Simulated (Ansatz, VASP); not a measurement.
# Two plane-wave programs on Ca

```xyz
3
Lattice="6.2951 0.0000 0.0000 -3.1476 5.4518 0.0000 0.0000 0.0000 3.7700" Properties=species:S:1:pos:R:3 pbc="T T T"
Ca   -3.1476    5.4518    3.7700
Ca    0.0000    3.6345    1.8850
Ca    3.1476    1.8173    1.8850
```

Alike in both runs: task single point; functional BLYP; k mesh 7 × 7 × 10; occupations fermi-dirac, width 0.1 eV; no spin polarisation.

|  | VASP | Ansatz |
| --- | --- | --- |
| version | VASP 6.6.1 | Ansatz 0.2.0 |
| potentials or method | VASP PAW PBE potentials, release 64 (Ca_sv), cutoff 520 eV | plane waves (420 eV) with PAW, scalar-relativistic |
| valence electrons in the cell | 30 | 30 |

```tsv
	VASP	Ansatz	Ansatz less VASP
pressure (GPa)	0.0	0.0	-0.01
```

VASP's potentials were made for PBE, not for BLYP. The functional is the same, so the differences come from potentials, cutoffs and numerics.
